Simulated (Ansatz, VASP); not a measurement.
## One calculation of Mn, two programs

```xyz
2
Lattice="2.4367 0.0000 0.0000 -1.2183 2.1102 0.0000 0.0000 0.0000 3.9612" Properties=species:S:1:pos:R:3 pbc="T T T"
Mn    0.0000    1.4068    0.9903
Mn    1.2183    0.7034    2.9709
```

Alike in both runs: task single point; functional RPBE; k mesh 24 × 24 × 13; occupations fermi-dirac, width 0.05 eV; collinear spin.

|  | VASP | Ansatz |
| --- | --- | --- |
| version | VASP 6.6.1 | Ansatz 0.2.0 |
| potentials or method | VASP PAW PBE potentials, release 64 (Mn_pv), cutoff 520 eV | plane waves (420 eV) with PAW, scalar-relativistic |
| valence electrons in the cell | 26 | 30 |

|  | VASP | Ansatz | Ansatz less VASP |
| --- | --- | --- | --- |
| pressure (GPa) | 21.8 | 21.7 | -0.09 |
| traceless stress, the component that is largest in VASP (GPa) | -1.28 | -1.19 | +0.088 |
| net moment per atom (μB) | 0.00 | 0.00 | 0.000 |

VASP's potentials were made for PBE, not for RPBE. VASP's potentials hold 26 valence electrons a cell and Ansatz's 30, so a difference there can come from the potentials and not from the codes. Ansatz's warnings: seeded moment not kept.
